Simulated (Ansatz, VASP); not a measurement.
# SnO2 in VASP and in Ansatz

```xyz
6
Lattice="4.7213 0.0000 0.0000 0.0000 4.7242 0.0000 0.0000 0.0000 3.1900" Properties=species:S:1:pos:R:3 pbc="T T T"
Sn    2.3606    2.3621    1.5950
Sn    0.0000    0.0000    0.0000
O     1.4427    1.4483   -0.3000
O     3.8033    0.9138    1.5950
O     0.9180    3.8104    1.5950
O     3.2786    3.2759    0.0000
```

Alike in both runs: task single point; functional LDA; k mesh 6 × 6 × 8; occupations gaussian, width 0.05 eV; no spin polarisation.

|  | VASP | Ansatz |
| --- | --- | --- |
| version | VASP 6.6.1 | Ansatz 0.2.0 |
| potentials or method | VASP PAW LDA potentials, release 64 (Sn_d, O), cutoff 520 eV | scalar-relativistic, plane waves, PAW |
| valence electrons in the cell | 52 | 52 |

VASP gave:

```
gap on the k mesh at the Fermi level (eV)                     : 1.16
least direct gap on the mesh (eV)                             : 1.16
pressure (GPa)                                                : 5.0
traceless stress, the component that is largest in VASP (GPa) : -4.79
rms of the force components (eV/Å)                            : 1.537
```

Question: What did Ansatz give for the same quantities?

Answer: gap on the k mesh at the Fermi level (eV): 1.13; least direct gap on the mesh (eV): 1.13; pressure (GPa): 4.0; traceless stress, the component that is largest in VASP (GPa): -4.68; rms of the force components (eV/Å): 1.524.

LDA's correlation is that of Perdew and Zunger in VASP and of Perdew and Wang (1992) in Ansatz. Atom by atom the forces differ by 0.019 eV/Å (rms over components).
